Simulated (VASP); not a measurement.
# Ti (Fm-3m) in VASP: a series of runs

Runs on Ti. Level: PBE. Tasks: electric field gradients, density of states.

Everything below comes from runs of VASP 6.6.1. Logs are shortened: lines on timing, memory, paths and dates and some standing lists are left out, and cuts for length are marked.

## Step 1: The cell of the first run

The structure is cubic, space group Fm-3m (No. 225). Conventional cell: a = 4.140 Å, b = 4.140 Å, c = 4.140 Å, α = 90.00°, β = 90.00°, γ = 90.00°. Within 3.9 Å of Ti (site symmetry m-3m) lie 12 Ti at 2.93 Å.

## Step 2: Electric field gradients, PBE (volume scaled by 1.06)

INCAR

```
PREC     = Accurate       # precision mode
ENCUT    = 520            # plane-wave cutoff, eV
EDIFF    = 1E-8           # SCF threshold, eV
ISMEAR   = -1             # smearing method
SIGMA    = 0.05           # smearing width, eV
LREAL    = False          # projectors in reciprocal space
LASPH    = True           # aspherical terms in the spheres
NELM     = 80             # most SCF steps
ALGO     = Normal         # electronic algorithm
ISIF     = 2              # what is computed and relaxed
LWAVE    = False          # write WAVECAR
LCHARG   = False          # write CHGCAR
GGA      = PE             # functional
LEFG     = True         
NBANDS   = 12             # bands
```

KPOINTS

```
regular mesh
0
Gamma
  15 15 15
```

POSCAR

```
Ti
1.0
    0.0000000000      2.0698140295      2.0698140295
    2.0698140295      0.0000000000      2.0698140295
    2.0698140295      2.0698140295      0.0000000000
Ti
1
Direct
    0.0000000000      0.0000000000      0.0000000000
```

Potentials or basis: VASP PAW PBE potentials, release 64 (Ti_sv).

Command:

```
$ cat potpaw_PBE.64/Ti_sv/POTCAR > POTCAR
$ mpirun -np 1 vasp_std > vasp.out
```

OUTCAR:

```text
PREC = Accurate
   ENCUT = 520
   EDIFF = 1E-8
   ISMEAR = -1
   LREAL = False
   LASPH = True
   NELM = 80
   ISIF = 2
   GGA = PE

 ion  position               nearest neighbor table
   1  0.000  0.000  0.000-

  LATTYP: Found a face centered cubic cell.
 ALAT       =     4.1396280590

  Lattice vectors:

 A1 = (   0.0000000000,   2.0698140295,   2.0698140295)
 A2 = (   2.0698140295,   0.0000000000,   2.0698140295)
 A3 = (   2.0698140295,   2.0698140295,   0.0000000000)

Analysis of symmetry for initial positions (statically):
=====================================================================
 Subroutine PRICEL returns:
 Original cell was already a primitive cell.

 Routine SETGRP: Setting up the symmetry group for a
 face centered cubic supercell.

 Subroutine GETGRP returns: Found 48 space group operations
 (whereof 48 operations were pure point group operations)
 out of a pool of 48 trial point group operations.

The static configuration has the point symmetry O_h .

Analysis of symmetry for dynamics (positions and initial velocities):
=====================================================================
 Subroutine PRICEL returns:
 Original cell was already a primitive cell.

 Routine SETGRP: Setting up the symmetry group for a
 face centered cubic supercell.

 Subroutine GETGRP returns: Found 48 space group operations
 (whereof 48 operations were pure point group operations)
 out of a pool of 48 trial point group operations.

The dynamic configuration has the point symmetry O_h .

 Subroutine INISYM returns: Found 48 space group operations
 (whereof 48 operations are pure point group operations),
 and found     1 'primitive' translations

----------------------------------------------------------------------------------------

                                     Primitive cell

  volume of cell :      17.7347

  direct lattice vectors                    reciprocal lattice vectors
     0.000000000  2.069814029  2.069814029    -0.241567596  0.241567596  0.241567596
     2.069814029  0.000000000  2.069814029     0.241567596 -0.241567596  0.241567596
     2.069814029  2.069814029  0.000000000     0.241567596  0.241567596 -0.241567596
[... 118 lines left out ...]
   NGX = 11   NGY = 11   NGZ = 11

 number of electron      11.9999999 magnetization

 Free energy of the ion-electron system (eV)
  ---------------------------------------------------
  ext. energy  EPLUGINS =         0.00000000
  ---------------------------------------------------
  free energy    TOTEN  =        -7.78268507 eV

  energy without entropy =       -7.76853616  energy(sigma->0) =       -7.77561062

 E-fermi :   7.9989     XC(G=0): -11.4016

 val. band max:        7.9867582288   @ k =   0.3333   0.0000   0.0000
 cond. band min:       8.0084544945   @ k =  -0.4000   0.3333   0.1333
 fundamental gap:      0.0216962657
 Fermi energy:         7.9989365988

 k-point     1 :       0.0000    0.0000    0.0000
  band No.  band energies     occupation
      1     -48.7514      2.00000
      2     -24.6336      2.00000
      3     -24.6336      2.00000
      4     -24.6336      2.00000
      5       1.9548      2.00000
      6       8.8583      0.00000
      7       8.8583      0.00000
      8       8.8583      0.00000
      9      10.4425      0.00000
     10      10.4425      0.00000
     11      23.1296      0.00000
     12      27.5045      0.00000
[... 331 lines left out ...]
 k-point    24 :       0.2000    0.1333    0.0000
  band No.  band energies     occupation
      1     -48.7120      2.00000
      2     -24.8109      2.00000
      3     -24.6888      2.00000
      4     -24.6838      2.00000
      5       3.1514      2.00000
      6       8.0985      0.24037
      7       9.2841      0.00000
      8       9.3464      0.00000
      9       9.8195      0.00000
     10      10.6841      0.00000
     11      23.4508      0.00000
     12      24.2444      0.00000

 [... further k-points ...]
[... 5 lines left out ...]
  --------------------------------------------------------------------------------------
  -------------------------------------------------------------------------------------
  Total       -0.2518437     -0.2518437     -0.2518437      0.0000000      0.0000000      0.0000000
  in kB      -22.7518991    -22.7518991    -22.7518991      0.0000000      0.0000000      0.0000000
  external PRESSURE =     -22.7518991 kB  Pullay stress =       0.0000000 kB

 VOLUME and BASIS-vectors are now :
 -----------------------------------------------------------------------------
  energy-cutoff  :      520.00
  volume of cell :       17.73
      direct lattice vectors                 reciprocal lattice vectors
     0.000000000  2.069814029  2.069814029    -0.241567596  0.241567596  0.241567596
     2.069814029  0.000000000  2.069814029     0.241567596 -0.241567596  0.241567596
     2.069814029  2.069814029  0.000000000     0.241567596  0.241567596 -0.241567596

 POSITION                                       TOTAL-FORCE (eV/Angst)
 -----------------------------------------------------------------------------------
      0.00000      0.00000      0.00000         0.000000     -0.000000      0.000000
 -----------------------------------------------------------------------------------
    total drift:                               -0.000000     -0.000000     -0.000000

  FREE ENERGIE OF THE ION-ELECTRON SYSTEM (eV)
  ---------------------------------------------------
  free  energy   TOTEN  =        -7.7826850705 eV

  energy  without entropy=       -7.7685361601  energy(sigma->0) =       -7.77561062

 Electric field gradients (V/A^2)
---------------------------------------------------------------------
 ion       V_xx      V_yy      V_zz      V_xy      V_xz      V_yz
---------------------------------------------------------------------
   1      -0.000     0.000     0.000     0.000     0.000     0.000
---------------------------------------------------------------------

 Electric field gradients after diagonalization (V/A^2)
 (convention: |V_zz| > |V_xx| > |V_yy|)
----------------------------------------------------------------------
 ion       V_xx      V_yy      V_zz     asymmetry (V_yy - V_xx)/ V_zz
----------------------------------------------------------------------
   1      -0.000    -0.000     0.001       0.000
----------------------------------------------------------------------

           NMR quadrupolar parameters

 Cq : quadrupolar parameter    Cq=e*Q*V_zz/h
 eta: asymmetry parameters     (V_yy - V_xx)/ V_zz
 Q  : nuclear electric quadrupole moment in mb (millibarn)
----------------------------------------------------------------------
 ion       Cq(MHz)       eta       Q (mb)
----------------------------------------------------------------------
   1       0.000       0.000       1.000
----------------------------------------------------------------------
```

Wall time 16 s (1 thread of AMD EPYC 9R45 (Zen 5), shared host); peak memory 0.12 GiB.

Results:

- Free energy: -7.7827 eV
- Pressure: -2.3 GPa
- Band gap on the k mesh: zero (band 6 reaches 8.86 eV, above the bottom of band 7 at 7.74 eV)

Caveat: the cell differs from its parent crystal (volume scaled by 1.06); without QUAD_EFG the Cq values of the log hold for a quadrupole moment of 1 mb, not for the nuclei.

## Step 3: Density of states, PBE

This run uses another cell than the first one, of 16.73 Å³/atom, 0.943 times its volume.

POSCAR

```
Ti
1.0
    0.0000000000      2.0300000000      2.0300000000
    2.0300000000      0.0000000000      2.0300000000
    2.0300000000      2.0300000000      0.0000000000
Ti
1
Direct
    0.0000000000      0.0000000000      0.0000000000
```

INCAR.step1

```
PREC = Accurate
ENCUT = 520
EDIFF = 1E-6
ISMEAR = -1
SIGMA = 0.05
LREAL = F
LASPH = T
NELM = 60
ALGO = Normal
ISIF = 2
LWAVE = F
LCHARG = T
LMAXMIX = 4
GGA = PE
NBANDS = 12
```

KPOINTS.step1

```
regular mesh
0
Gamma
  15 15 15
```

INCAR.step2

```
PREC = Accurate
ENCUT = 520
EDIFF = 1E-6
ISMEAR = -5
SIGMA = 0.05
LREAL = F
LASPH = T
NELM = 60
ALGO = Normal
ISIF = 2
LWAVE = F
LCHARG = F
LMAXMIX = 4
GGA = PE
LORBIT = 10
NEDOS = 2001
ICHARG = 11
```

KPOINTS.step2

```
regular mesh
0
Gamma
  23 23 23
```

Potentials or basis: VASP PAW PBE potentials, release 64 (Ti_sv).

Command:

```
$ cat potpaw_PBE.64/Ti_sv/POTCAR > POTCAR
$ cp INCAR.step1 INCAR
$ cp KPOINTS.step1 KPOINTS
$ mpirun -np 1 vasp_std > vasp.out
$ cp INCAR.step2 INCAR
$ cp KPOINTS.step2 KPOINTS
$ mpirun -np 1 vasp_std > vasp.out
```

OUTCAR:

```text
PREC = Accurate
   ENCUT = 520
   EDIFF = 1E-6
   ISMEAR = -5
   LREAL = F
   LASPH = T
   NELM = 60
   ISIF = 2
   GGA = PE
   LORBIT = 10
   ICHARG = 11

 ion  position               nearest neighbor table
   1  0.000  0.000  0.000-

  LATTYP: Found a face centered cubic cell.
 ALAT       =     4.0600000000

  Lattice vectors:

 A1 = (   0.0000000000,   2.0300000000,   2.0300000000)
 A2 = (   2.0300000000,   0.0000000000,   2.0300000000)
 A3 = (   2.0300000000,   2.0300000000,   0.0000000000)

Analysis of symmetry for initial positions (statically):
=====================================================================
 Subroutine PRICEL returns:
 Original cell was already a primitive cell.

 Routine SETGRP: Setting up the symmetry group for a
 face centered cubic supercell.

 Subroutine GETGRP returns: Found 48 space group operations
 (whereof 48 operations were pure point group operations)
 out of a pool of 48 trial point group operations.

The static configuration has the point symmetry O_h .

[... 163 lines left out ...]
 cond. band min:       8.6184063102   @ k =  -0.3478   0.3478   0.1304
 fundamental gap:      0.0027714745
 Fermi energy:         8.6219380324

 k-point     1 :       0.0000    0.0000    0.0000
  band No.  band energies     occupation
      1     -48.0279      2.00000
      2     -23.8416      2.00000
      3     -23.8416      2.00000
      4     -23.8416      2.00000
      5       2.4392      2.00000
      6       9.5186      0.00000
      7       9.5186      0.00000
      8       9.5186      0.00000
      9      11.2344      0.00000
     10      11.2344      0.00000
[... 287 lines left out ...]
 k-point    24 :      -0.4783    0.0435    0.0000
  band No.  band energies     occupation
      1     -47.8848      2.00000
      2     -24.5901      2.00000
      3     -23.9477      2.00000
      4     -23.9395      2.00000
      5       5.9988      2.00000
      6       9.1446      0.00000
      7       9.4344      0.00000
      8       9.4745      0.00000
      9      12.3402      0.00000
     10      12.4818      0.00000

 [... further k-points ...]
[... 5 lines left out ...]
  --------------------------------------------------------------------------------------
  -------------------------------------------------------------------------------------
  Total        0.4312782      0.4312782      0.4312782     -0.0000000      0.0000000      0.0000000
  in kB       41.2999956     41.2999956     41.2999956     -0.0000000      0.0000000      0.0000000
  external PRESSURE =      41.2999956 kB  Pullay stress =       0.0000000 kB

 VOLUME and BASIS-vectors are now :
 -----------------------------------------------------------------------------
  energy-cutoff  :      520.00
  volume of cell :       16.73
      direct lattice vectors                 reciprocal lattice vectors
     0.000000000  2.030000000  2.030000000    -0.246305419  0.246305419  0.246305419
     2.030000000  0.000000000  2.030000000     0.246305419 -0.246305419  0.246305419
     2.030000000  2.030000000  0.000000000     0.246305419  0.246305419 -0.246305419

 POSITION                                       TOTAL-FORCE (eV/Angst)
 -----------------------------------------------------------------------------------
      0.00000      0.00000      0.00000         0.000000     -0.000000      0.000000
 -----------------------------------------------------------------------------------
    total drift:                                0.000000      0.000000     -0.000000

  FREE ENERGIE OF THE ION-ELECTRON SYSTEM (eV)
  ---------------------------------------------------
  free  energy   TOTEN  =        -7.7704435849 eV

  energy  without entropy=       -7.7704435849  energy(sigma->0) =       -7.77044358

 total charge

# of ion       s       p       d       tot
------------------------------------------
    1        2.254   6.126   1.920  10.300
```

OUTCAR.step1:

```text
PREC = Accurate
   ENCUT = 520
   EDIFF = 1E-6
   ISMEAR = -1
   LREAL = F
[... 576 lines left out ...]

 POSITION                                       TOTAL-FORCE (eV/Angst)
 -----------------------------------------------------------------------------------
      0.00000      0.00000      0.00000         0.000000      0.000000      0.000000
 -----------------------------------------------------------------------------------
    total drift:                               -0.000000      0.000000     -0.000000

  FREE ENERGIE OF THE ION-ELECTRON SYSTEM (eV)
  ---------------------------------------------------
  free  energy   TOTEN  =        -7.7772617585 eV

  energy  without entropy=       -7.7636254215  energy(sigma->0) =       -7.77044359
```

Wall time 32 s (1 thread of AMD EPYC 9R45 (Zen 5), shared host); peak memory 0.15 GiB.

What came out:

```yaml
Valence_electrons_inside_the_program's_atomic_spheres: Ti 10.30
```

Caveat: tetrahedron occupations give inexact forces and stress in metals.
